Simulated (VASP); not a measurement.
# Ag: single point with PBE

Ag:

```
Ag
1.0
    -1.67269    1.67269    1.67269
     1.67269   -1.67269    1.67269
     1.67269    1.67269   -1.67269
Ag
1
Direct
  0.00000 0.00000 0.00000
```

| Item | Value |
| --- | --- |
| Program | VASP 6.6.1 |
| Task | single point |
| Functional | PBE |
| Potentials or basis | VASP PAW PBE potentials, release 64 (Ag) |
| Cutoff | 520 eV |
| k mesh | 16 × 16 × 16 |
| Occupations | fermi-dirac, width 0.0612256 eV |
| Spin | no spin polarisation |

The pressure is -3.1 GPa.

Levels at points of the mesh, in eV from the Fermi level:
```
           k point  band 2  band 3  band 4  band 5  band 6  band 7  band 8  band 9
(0.00, 0.00, 0.00)   -4.63   -4.63   -4.63   -3.49   -3.49   17.58   17.58   17.58
(0.50, 0.00, 0.00)   -5.30   -3.54   -3.40   -2.64    0.11    3.60   12.95   13.63
(0.50, 0.50, 0.50)   -5.84   -2.84   -2.84   -2.84    6.60    6.60    6.60   11.51
```

Run time: 11 s on 1 thread of Intel(R) Xeon(R) Platinum 8488C (Sapphire Rapids), on a shared host, peak memory 0.16 GiB.
